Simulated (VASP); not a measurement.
Wanted: the native input for a VASP 6.6.1 run.

| Property | Result |
| --- | --- |
| Task | single point |
| Functional | PBE |
| Dispersion | D3(BJ) |
| Potentials or basis | VASP PAW PBE potentials, release 64 (S, Pt) |
| Cutoff | 520 eV |
| k mesh | 9 × 9 × 1 |
| Occupations | gaussian, width 0.05 eV |
| Spin | no spin polarisation |
| Dipole correction | yes |
| Further INCAR settings | ALGO = Normal; EDIFF = 1e-07; NBANDS = 31 |

The structure of PtS2 lies in POSCAR:

```
PtS2
1.0
    3.5414392908      0.0000000000      0.0000000000
   -1.7707196454      3.0669763918      0.0000000000
    0.0000000000      0.0000000000     22.4671527902
S Pt
4 2
Direct
    0.6666666667      0.3333333334      0.2002924021
    0.3333333333      0.6666666667      0.3105629217
    0.3333333333      1.1666666666      0.4354499943
    0.6666666667      0.8333333334      0.5457214349
    0.0000000000      0.0000000000      0.2556999770
    1.0000000000      1.5000000000      0.4903188069
```

The input as run:

INCAR

```
SYSTEM = PtS2
  ALGO = Normal
  DIPOL = 0.5 0.5 0.373
  EDIFF = 1E-7
  ENCUT = 520
  GGA = PE
  IDIPOL = 3
  ISIF = 2
  ISMEAR = 0
  IVDW = 12
  LASPH = .TRUE.
  LCHARG = .TRUE.
  LDIPOL = .TRUE.
  LELF = .TRUE.
  LREAL = .FALSE.
  LVACPOTAV = .TRUE.
  LVHAR = .TRUE.
  LWAVE = .FALSE.
  NBANDS = 31
  NELM = 80
  PREC = Accurate
  SIGMA = 0.05
```

KPOINTS

```
k-points
0
G
  9 9 1
  0 0 0
```

Potentials or basis: VASP PAW PBE potentials, release 64 (S, Pt).

Launch:

```bash
$ cat potpaw_PBE.64/S/POTCAR potpaw_PBE.64/Pt/POTCAR > POTCAR
$ mpirun -np 1 vasp_std > vasp.out
```

It gave:

- Largest force: 0.050 eV/Å
- Band gap on the k mesh: 1.07 eV, indirect (least direct gap 1.20 eV)
- Dispersion energy per atom: -0.337 eV

Caveat: spin-orbit coupling is left out, which moves the levels of the heavy elements.

Run time: 3.2 min on 1 thread of Intel(R) Xeon(R) 6975P-C (Granite Rapids) (shared host), peak memory 0.45 GiB.
